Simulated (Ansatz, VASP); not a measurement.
**One calculation of Ge2Sb2Te5, two programs**

```xyz
9
Lattice="4.2237 0.0000 0.0000 -2.1118 3.6578 0.0000 0.0000 0.0000 16.8643" Properties=species:S:1:pos:R:3 pbc="T T T"
Te    0.0000    0.0000    0.0000
Te    2.1118    1.2193    3.3490
Te    0.0000    2.4386    7.0700
Te    2.1118    1.2193    9.7943
Te    0.0000    2.4386   13.5153
Ge    0.0000    2.4386    1.6927
Ge    2.1118    1.2193   15.1715
Sb    0.0000    0.0000    5.3487
Sb    0.0000    0.0000   11.5156
```

Alike in both runs: functional PBEsol; k mesh 10 × 10 × 2; occupations gaussian, width 0.03 eV; no spin polarisation.

Ansatz relaxed the structure, and its values are those at the end. VASP's run is a single point on that final structure, the one shown.

```csv
,VASP,Ansatz
version,VASP 6.6.1,Ansatz 0.2.0
potentials or method,"VASP PAW PBE potentials, release 64 (Te, Ge_d, Sb)","scalar-relativistic, plane waves, PAW"
plane-wave cutoff (eV),520,420
valence electrons in the cell,68,138
```

|  | VASP | Ansatz | Ansatz less VASP |
| --- | --- | --- | --- |
| gap on the k mesh at the Fermi level (eV) | 0.13 | 0.15 | +0.012 |
| least direct gap on the mesh (eV) | 0.13 | 0.15 | +0.012 |
| pressure (GPa) | 0.1 | 0.0 | -0.08 |
| rms of the force components (eV/Å) | 0.014 | 0.001 | -0.0126 |

VASP's potentials were made for PBE, not for PBEsol. The functional is the same, so the differences come from potentials, cutoffs and numerics. VASP's potentials hold 68 valence electrons a cell and Ansatz's 138, so a difference there can come from the potentials and not from the codes.

Spin-orbit coupling is off throughout.
